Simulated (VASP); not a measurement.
A run of VASP 6.6.1 is set up as follows.

Contents of INCAR:

```
PREC = Accurate
ENCUT = 700
EDIFF = 1E-6
ISMEAR = -1
SIGMA = 0.05
LREAL = False
LASPH = True
NELM = 120
ALGO = Normal
ISIF = 2
LWAVE = False
LCHARG = False
GGA = B5
ALDAX = 1.0
AGGAX = 1.0
AGGAC = 1.0
ALDAC = 0.0
IVDW = 12
VDW_S6 = 1.0
VDW_S8 = 2.6996
VDW_A1 = 0.4298
VDW_A2 = 4.2359
NBANDS = 16
GGA_COMPAT = False
```

Contents of KPOINTS:

```
regular mesh
0
Gamma
  10 10 10
```

The input POSCAR:

```
TaN
1.0
    0.0000000000      2.1814365931      2.1814365931
    2.1814365931      0.0000000000      2.1814365931
    2.1814365931      2.1814365931      0.0000000000
Ta N
1 1
Direct
    0.5000000000      0.5000000000      0.5000000000
    0.0000000000      0.0000000000      0.0000000000
```

Potentials or basis: VASP PAW PBE potentials, release 64 (Ta_sv_GW, N).

Launch:

```bash
$ cat potpaw_PBE.64/Ta_sv_GW/POTCAR potpaw_PBE.64/N/POTCAR > POTCAR
$ mpirun -np 1 vasp_std > vasp.out
```

**Question.** Predict the band gap on the k mesh.

**Answer.** Zero (bands 9 and 10 overlap by 4.04 eV).

**Question.** Estimate the pressure.

**Answer.** 8.1 GPa.

Caveat: the cell stands under pressure; the dispersion term is far too large for a dense solid, which distorts pressure and volume; the PAW data sets were made with another functional, which shifts forces and pressure a little; spin-orbit coupling is left out, which moves the levels of the heavy elements.
